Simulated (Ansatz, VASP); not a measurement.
**Two plane-wave programs on Bi2Te3**

File INCAR:

```
PREC = Accurate
ENCUT = 520
EDIFF = 1E-6
ISMEAR = 0
SIGMA = 0.1
LREAL = False
LASPH = True
NELM = 60
ALGO = Normal
ISIF = 2
LWAVE = False
LCHARG = True
GGA = PE
LELF = True
LVHAR = True
NBANDS = 32
```

Contents of KPOINTS:

```
Automatic mesh
0
Gamma
  6 6 6
```

POSCAR

```
Bi2Te3
1.0
    2.2085012539      1.2750787934      9.9466700000
   -2.2085012539      1.2750787934      9.9466700000
    0.0000000000     -2.5501575869      9.9466700000
Bi Te
2 3
Direct
    0.8120000000      0.8120000000      0.8120000000
    0.4020000000      0.4020000000      0.4020000000
    0.6110000000      0.6110000000      0.6110000000
    0.2000000000      0.2000000000      0.2000000000
    0.0000000000      0.0000000000      0.0000000000
```

Input for Ansatz:

```yaml
crystal:
  lattice:
    - [2.2085012539, 1.2750787934, 9.94667]
    - [-2.2085012539, 1.2750787934, 9.94667]
    - [0.0, -2.5501575869, 9.94667]
  atoms:
    - { symbol: Bi, position: [0.812, 0.812, 0.812] }
    - { symbol: Bi, position: [0.402, 0.402, 0.402] }
    - { symbol: Te, position: [0.611, 0.611, 0.611] }
    - { symbol: Te, position: [0.2, 0.2, 0.2] }
    - { symbol: Te, position: [0.0, 0.0, 0.0] }
basis:
  ecutwfc: 420
kpoints:
  mp_grid: { grid: [6, 6, 6] }
hamiltonian:
  xc: pbe
scf:
  occupations: { method: gaussian, width: 0.1 }
output:
  forces: true
  stress: true
  eigenvalues: true
```

Alike in both runs: task single point; functional PBE; k mesh 6 × 6 × 6; occupations gaussian, width 0.1 eV; no spin polarisation.

```csv
,VASP,Ansatz
version,VASP 6.6.1,Ansatz 0.2.0
potentials or method,"VASP PAW PBE potentials, release 64 (Bi_d, Te), cutoff 520 eV","scalar-relativistic, plane waves, PAW"
valence electrons in the cell,48,78
```

```tsv
	VASP	Ansatz	Ansatz less VASP
gap on the k mesh at the Fermi level (eV)	none	none	-
pressure (GPa)	1.6	1.7	+0.04
traceless stress, the component that is largest in VASP (GPa)	-0.63	-0.62	+0.012
rms of the force components (eV/Å)	0.501	0.497	-0.0032
```

Atom by atom the forces differ by 0.004 eV/Å (rms over components). A gap of «none» marks a metal or a gap that the smearing closes. VASP's potentials hold 48 valence electrons a cell and Ansatz's 78, so a difference there can come from the potentials and not from the codes.

Neither program's run includes spin-orbit coupling.
